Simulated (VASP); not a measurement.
The system is Cd.

```xyz
1
Lattice="1.5790 0.9045 2.3853 -1.6600 0.8989 2.4406 -0.0453 -1.8935 2.4471" Properties=species:S:1:pos:R:3 pbc="T T T"
Cd   -0.0006   -0.0227    0.0274
```

Base run:

- Program: VASP 6.6.1
- Functional: PBE
- Potentials or basis: VASP PAW PBE potentials, release 64 (Cd)
- Cutoff: 520 eV
- k mesh: 7 × 7 × 7
- Occupations: gaussian, width 0.1 eV
- Spin: no spin polarisation

Its results: band gap on the k mesh zero (bands 6 and 7 overlap by 2.17 eV); pressure 2.0 GPa.

Problem. The run is repeated on the same cell with these changes: k mesh from 7 × 7 × 7 to 9 × 9 × 9. What comes out?

Solution. Band gap on the k mesh zero (bands 6 and 7 overlap by 2.27 eV); pressure 2.6 GPa.
